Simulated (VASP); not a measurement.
# BN (I-4m2) in VASP: notebook

BN is run at these levels: r2SCAN; tasks: single point.

All numbers are computed with VASP 6.6.1; they aren't measurements. Logs are shortened: lines on timing, memory, paths and dates and some standing lists are left out, and cuts for length are marked.

### Step 1. The cell of the first run

The structure is tetragonal, space group I-4m2 (No. 119). The conventional cell has a = 2.450 Å, b = 2.450 Å, c = 3.754 Å, α = 90.00°, β = 90.00°, γ = 90.00°. Within 2.1 Å of B (site symmetry -4m2) lie 4 N at 1.54 Å. Within 2.1 Å of N (site symmetry -4m2) lie 4 B at 1.54 Å.

### Step 2. Single point, r2SCAN (strain -0.040 along x and y, +0.040 along z)

Contents of POSCAR:

```
BN
1.0
    0.0000000000      1.7326212049      1.8770063053
    1.7326212049      0.0000000000      1.8770063053
    1.7326212049      1.7326212049      0.0000000000
B N
1 1
Direct
    0.0000000000      0.0000000000      0.0000000000
    0.7500000000      0.7500000000      0.7500000000
```

Contents of INCAR.step1:

```
SYSTEM = BN
ALGO = Normal ; EDIFF = 1E-4
ENCUT = 520 ; GGA = PE
ISMEAR = 0 ; LASPH = .True.
LCHARG = .False. ; LREAL = .False.
LWAVE = .True. ; NBANDS = 11
NELM = 80 ; PREC = Accurate
SIGMA = 0.05
```

Contents of INCAR.step2:

```
SYSTEM = BN
ALGO = Normal ; EDIFF = 1E-7
ENCUT = 520 ; ISIF = 2
ISMEAR = 0 ; ISTART = 1
LASPH = .True. ; LCHARG = .False.
LMIXTAU = .True. ; LREAL = .False.
LWAVE = .False. ; METAGGA = R2SCAN
NBANDS = 11 ; NELM = 80
PREC = Accurate ; SIGMA = 0.05
```

Contents of KPOINTS:

```
k-points
0
Gamma
  12 12 12
  0 0 0
```

Potentials or basis: VASP PAW PBE potentials, release 64 (B, N).

Launch:

```
> cat potpaw_PBE.64/B/POTCAR potpaw_PBE.64/N/POTCAR > POTCAR
> cp INCAR.step1 INCAR
> mpirun -np 1 vasp_std > vasp.out
> cp INCAR.step2 INCAR
> mpirun -np 1 vasp_std > vasp.out
```

OUTCAR:

```text
SYSTEM = BN
   EDIFF = 1E-7
   ENCUT = 520
   ISIF = 2
   ISMEAR = 0
   ISTART = 1
   LASPH = .True.
   LREAL = .False.
   METAGGA = R2SCAN
   NELM = 80
   PREC = Accurate

 ion  position               nearest neighbor table
   1  0.000  0.000  0.000-   2 1.54   2 1.54   2 1.54   2 1.54
   2  0.750  0.750  0.750-   1 1.54   1 1.54   1 1.54   1 1.54

  LATTYP: Found a body centered tetragonal cell.
 ALAT       =     2.4502964064
 C/A-ratio  =     1.5320646926

  Lattice vectors:

 A1 = (  -1.7326212049,   0.0000000000,   1.8770063053)
 A2 = (   1.7326212049,   0.0000000000,   1.8770063053)
 A3 = (   0.0000000000,   1.7326212049,  -1.8770063053)

Analysis of symmetry for initial positions (statically):
=====================================================================
 Subroutine PRICEL returns:
 Original cell was already a primitive cell.

 Routine SETGRP: Setting up the symmetry group for a
 body centered tetragonal supercell.

 Subroutine GETGRP returns: Found  8 space group operations
 (whereof  8 operations were pure point group operations)
 out of a pool of 16 trial point group operations.

The static configuration has the point symmetry D_2d.

Analysis of symmetry for dynamics (positions and initial velocities):
=====================================================================
 Subroutine PRICEL returns:
 Original cell was already a primitive cell.

 Routine SETGRP: Setting up the symmetry group for a
 body centered tetragonal supercell.

 Subroutine GETGRP returns: Found  8 space group operations
 (whereof  8 operations were pure point group operations)
 out of a pool of 16 trial point group operations.

The dynamic configuration has the point symmetry D_2d.

 Subroutine INISYM returns: Found  8 space group operations
 (whereof  8 operations are pure point group operations),
 and found     1 'primitive' translations

----------------------------------------------------------------------------------------

                                     Primitive cell

  volume of cell :      11.2695

  direct lattice vectors                    reciprocal lattice vectors
     0.000000000  1.732621205  1.877006305    -0.288580100  0.288580100  0.266381630
     1.732621205  0.000000000  1.877006305     0.288580100 -0.288580100  0.266381630
     1.732621205  1.732621205  0.000000000     0.288580100  0.288580100 -0.266381630

  length of vectors
     2.554433188  2.554433188  2.450296406     0.487356257  0.487356257  0.487356257

  position of ions in fractional coordinates (direct lattice)
     0.000000000  0.000000000  0.000000000
     0.750000000  0.750000000  0.750000000

  ion indices of the primitive-cell ions
   primitive index   ion index
                 1           1
                 2           2

----------------------------------------------------------------------------------------

 KPOINTS: k-points

Automatic generation of k-mesh.
 Grid dimensions read from file:
 generate k-points for:   12   12   12

 Generating k-lattice:

  Cartesian coordinates                     Fractional coordinates (reciprocal lattice)
    -0.024048342  0.024048342  0.022198469     0.083333333  0.000000000  0.000000000
     0.024048342 -0.024048342  0.022198469     0.000000000  0.083333333  0.000000000
     0.024048342  0.024048342 -0.022198469     0.000000000  0.000000000  0.083333333

  Length of vectors
     0.040613021  0.040613021  0.040613021

  Shift w.r.t. Gamma in fractional coordinates (k-lattice)
     0.000000000  0.000000000  0.000000000

 Subroutine IBZKPT returns following result:
 ===========================================

 Found    163 irreducible k-points:

 Following reciprocal coordinates:
            Coordinates               Weight
  0.000000  0.000000  0.000000      1.000000
  0.083333  0.000000  0.000000      8.000000
  0.166667  0.000000  0.000000      8.000000
  0.250000  0.000000  0.000000      8.000000
  0.333333  0.000000  0.000000      8.000000
  0.416667  0.000000  0.000000      8.000000
[... 16 lines left out ...]
  0.500000  0.166667  0.000000      8.000000
 -0.416667  0.166667  0.000000      8.000000
 [... further k-points ...]
   k-points           NKPTS =    163   k-points in BZ     NKDIM =    163   number of bands    NBANDS=     11
   number of dos      NEDOS =    301   number of ions     NIONS =      2
   total plane-waves  NPLWV =   7200
   dimension x,y,z NGX =    20 NGY =   20 NGZ =   18
   dimension x,y,z NGXF=    40 NGYF=   40 NGZF=   36
   ions per type =               1   1
   NGX,Y,Z   is equivalent  to a cutoff of  13.02, 13.02, 12.21 a.u.
   NGXF,Y,Z  is equivalent  to a cutoff of  26.03, 26.03, 24.43 a.u.
 SYSTEM =  BN
   PREC   = accura    normal or accurate (medium, high low for compatibility)
   ISTART =      1    job   : 0-new  1-cont  2-samecut
   ICHARG =      0    charge: 1-file 2-atom 10-const
   ISPIN  =      1    spin polarized calculation?
   LNONCOLLINEAR =      F non collinear calculations
   LSORBIT =      F    spin-orbit coupling
   LASPH  =      T    aspherical Exc in radial PAW
   ENCUT  =  520.0 eV  38.22 Ry    6.18 a.u.   4.75  4.75  4.56*2*pi/ulx,y,z
   NELM   =     80;   NELMIN=  2; NELMDL=  0     # of ELM steps
   EDIFF  = 0.1E-06   stopping-criterion for ELM
   LREAL  =      F    real-space projection
   EDIFFG = 0.1E-05   stopping-criterion for IOM
   NSW    =      0    number of steps for IOM
   IBRION =     -1    ionic relax: 0-MD 1-quasi-New 2-CG
   NFREE  =      0    steps in history (QN), initial steepest desc. (CG)
   ISIF   =      2    stress and relaxation
   ISYM   =      2    0-nonsym 1-usesym 2-fastsym
   POTIM  = 0.5000    time-step for ionic-motion
   TEBEG  =    0.0;   TEEND  =   0.0 temperature during run
   PSTRESS=    0.0 pullay stress
   NELECT =       8.0000    total number of electrons
   NUPDOWN=      -1.0000    fix difference up-down
   EMIN   =  10.00;   EMAX   =-10.00  energy-range for DOS
   EFERMI =   0.00;   METHOD = LEGACY
   ISMEAR =     0;   SIGMA  =   0.05  broadening in eV -4-tet -1-fermi 0-gaus
   EFERMI_NEDOS =   21; number of points for ismear=-14 and -15
   IALGO  =     38    algorithm
   IMIX   =      4    mixing-type and parameters
     AMIX     =   0.40;   BMIX     =  1.00
     AMIX_MAG =   1.60;   BMIX_MAG =  1.00
  volume/ion in A,a.u.               =       5.63        38.03
  Fermi-wavevector in a.u.,A,eV,Ry     =   1.460396  2.759747 29.017896  2.132755
  Thomas-Fermi vector in A             =   2.576850
   LORBIT       =      0    0 simple, 1 ext, 2 COOP (PROOUT), +10 PAW based schemes
   METAGGA = R2SCAN    functional components
   LHFCALC =     F    Hartree Fock is set to
   AEXX    =    0.0000 exact exchange contribution
   IVDW    =     0    specifies the selected vdW correction
   LEPSILON=     F    determine dielectric tensor
   LRPA    =     F    only Hartree local field effects (RPA)
 non-spin polarized calculation
 Gauss-broadening in eV      SIGMA  =   0.05
  energy-cutoff  :      520.00
  volume of cell :       11.27
 maximum number of plane-waves:       334
   NGX =  9   NGY =  9   NGZ =  9

 number of electron       8.0000000 magnetization

 Free energy of the ion-electron system (eV)
  ---------------------------------------------------
  ext. energy  EPLUGINS =         0.00000000
  ---------------------------------------------------
  free energy    TOTEN  =       -19.03105138 eV

  energy without entropy =      -19.03105138  energy(sigma->0) =      -19.03105138

 E-fermi :   8.3908     XC(G=0): -13.9025

 val. band max:        8.1620292476   @ k =   0.0000   0.0000   0.0000
 cond. band min:      12.4226047062   @ k =   0.5000   0.0000   0.5000
 fundamental gap:      4.2605754586
 Fermi energy:         8.3907741447

 k-point     1 :       0.0000    0.0000    0.0000
  band No.  band energies     occupation
      1     -13.9993      2.00000
      2       7.2095      2.00000
      3       8.1620      2.00000
      4       8.1620      2.00000
      5      17.4684      0.00000
      6      17.4684      0.00000
      7      18.0583      0.00000
      8      19.6648      0.00000
      9      34.3566      0.00000
     10      34.9666      0.00000
     11      35.6374      0.00000

 k-point     2 :       0.0833    0.0000    0.0000
  band No.  band energies     occupation
      1     -13.8169      2.00000
      2       6.6309      2.00000
      3       7.5398      2.00000
      4       8.0010      2.00000
      5      17.5498      0.00000
      6      17.7793      0.00000
      7      18.5038      0.00000
      8      20.2320      0.00000
      9      32.7080      0.00000
     10      34.7750      0.00000
     11      36.6498      0.00000

 k-point     3 :       0.1667    0.0000    0.0000
  band No.  band energies     occupation
      1     -13.2762      2.00000
      2       4.5762      2.00000
      3       6.7838      2.00000
      4       7.6105      2.00000
      5      17.7222      0.00000
      6      18.5383      0.00000
      7      19.2768      0.00000
      8      21.6327      0.00000
      9      31.6216      0.00000
     10      34.3170      0.00000
     11      34.5902      0.00000

 k-point     4 :       0.2500    0.0000    0.0000
  band No.  band energies     occupation
      1     -12.4028      2.00000
      2       1.9493      2.00000
      3       6.1027      2.00000
      4       7.1626      2.00000
      5      17.8129      0.00000
      6      19.3496      0.00000
      7      19.9579      0.00000
      8      23.0739      0.00000
      9      31.7149      0.00000
     10      33.7155      0.00000
     11      33.9813      0.00000
[... 239 lines left out ...]
 k-point    22 :       0.4167    0.1667    0.0000
  band No.  band energies     occupation
      1     -10.5178      2.00000
      2      -0.7736      2.00000
      3       3.7439      2.00000
      4       5.3382      2.00000
      5      17.9658      0.00000
      6      21.0077      0.00000
      7      22.3185      0.00000
      8      23.8668      0.00000
      9      29.7603      0.00000
     10      35.6729      0.00000
     11      38.5231      0.00000

 k-point    23 :       0.5000    0.1667    0.0000
  band No.  band energies     occupation
      1      -9.4281      2.00000
      2      -2.5098      2.00000
      3       3.0416      2.00000
      4       5.4684      2.00000
      5      18.3250      0.00000
      6      20.9958      0.00000
      7      22.0928      0.00000
      8      25.0843      0.00000
      9      30.7576      0.00000
     10      36.0329      0.00000
     11      37.6475      0.00000

 k-point    24 :      -0.4167    0.1667    0.0000
  band No.  band energies     occupation
      1      -9.0583      2.00000
      2      -3.0216      2.00000
      3       2.6429      2.00000
      4       5.8337      2.00000
      5      18.8311      0.00000
      6      20.9013      0.00000
      7      21.6081      0.00000
      8      25.1798      0.00000
      9      31.6076      0.00000
     10      35.1863      0.00000
     11      36.7147      0.00000

 [... further k-points ...]

------------------------ aborting loop because EDIFF is reached ----------------------------------------

  FORCE on cell =-STRESS in cart. coord.  units (eV):
  Direction    XX          YY          ZZ          XY          YZ          ZX
  --------------------------------------------------------------------------------------
  -------------------------------------------------------------------------------------
  Total        2.7675697      2.7675697     -1.4713106      0.0000000     -0.0000000     -0.0000000
  in kB      393.4650547    393.4650547   -209.1760498      0.0000000     -0.0000000     -0.0000000
  external PRESSURE =     192.5846865 kB  Pullay stress =       0.0000000 kB

 VOLUME and BASIS-vectors are now :
 -----------------------------------------------------------------------------
  energy-cutoff  :      520.00
  volume of cell :       11.27
      direct lattice vectors                 reciprocal lattice vectors
     0.000000000  1.732621205  1.877006305    -0.288580100  0.288580100  0.266381630
     1.732621205  0.000000000  1.877006305     0.288580100 -0.288580100  0.266381630
     1.732621205  1.732621205  0.000000000     0.288580100  0.288580100 -0.266381630

 POSITION                                       TOTAL-FORCE (eV/Angst)
 -----------------------------------------------------------------------------------
      0.00000      0.00000      0.00000         0.000000      0.000000     -0.000000
      2.59893      2.59893      2.81551        -0.000000     -0.000000      0.000000
 -----------------------------------------------------------------------------------
    total drift:                               -0.000028     -0.000028      0.000047

  FREE ENERGIE OF THE ION-ELECTRON SYSTEM (eV)
  ---------------------------------------------------
  free  energy   TOTEN  =       -19.0310513850 eV

  energy  without entropy=      -19.0310513850  energy(sigma->0) =      -19.03105138
```

It took 71 s on 1 thread of Intel Xeon Platinum 8259CL at 2.50GHz (Skylake/Cascade Lake), shared host; peak memory 0.13 GiB.

What came out:

```yaml
Free_energy: -19.0311 eV
Pressure: 19.3 GPa
Band_gap_on_the_k_mesh: 4.26 eV, indirect (least direct gap 9.31 eV)
```

Stress tensor (GPa, compression positive):
```
 39.35   0.00   0.00
  0.00  39.35   0.00
  0.00   0.00 -20.92
```

Caveat: the cell differs from its parent crystal (strain -0.040 along x and y, +0.040 along z); the PAW data sets were made with another functional, which shifts forces and pressure a little. A k mesh can miss the band edges.

[end of part 1 of 3]
